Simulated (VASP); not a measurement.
Re:

```
Re
1.0
     2.76000    0.00000    0.00000
    -1.38000    2.39023    0.00000
     0.00000    0.00000    4.45740
Re
2
Direct
  0.33333 0.66667 0.75000
  0.66667 0.33333 0.25000
```

| Item | Value |
| --- | --- |
| Program | VASP 6.6.1 |
| Task | relaxation of cell and atoms |
| Functional | LDA |
| Potentials or basis | VASP PAW LDA potentials, release 64 (Re) |
| Cutoff | 600 eV |
| k mesh | 18 × 18 × 10 |
| Occupations | gaussian, width 0.05 eV |
| Spin | no spin polarisation |

At the start: pressure -8.5 GPa; volume 14.70 Å³/atom.

Task: How do energy, volume and symmetry change on relaxing?

Result: Over 10 steps the energy falls by 8.6 meV/atom and the volume is 14.39 Å³/atom (-2.1 %); space group P6_3/mmc (No. 194, to 0.05 Å).

The path:
| step | energy change (eV) | largest force (eV/Å) | pressure (GPa) | volume (Å³) |
| --- | --- | --- | --- | --- |
| 1 | 0.0000 | 0.0000 | -8.52 | 29.41 |
| 2 | 0.3337 | 0.0000 | 47.53 | 26.20 |
| 3 | -0.0171 | 0.0000 | -0.38 | 28.80 |
| 4 | -0.0171 | 0.0000 | -0.06 | 28.78 |
| 5 | -0.0171 | 0.0000 | 0.13 | 28.77 |
| 6 | -0.0171 | 0.0000 | -0.43 | 28.81 |
| 7 | -0.0171 | 0.0000 | -0.09 | 28.78 |
| 8 | -0.0171 | 0.0000 | -0.08 | 28.78 |
| 9 | -0.0171 | 0.0000 | 0.09 | 28.77 |
| 10 | -0.0171 | 0.0000 | 0.01 | 28.77 |

Final structure:
```
Re
1.0
     2.74111    0.00000    0.00000
    -1.37055    2.37387    0.00000
     0.00000    0.00000    4.42201
Re
2
Direct
  0.33333 0.66667 0.75000
  0.66667 0.33333 0.25000
```
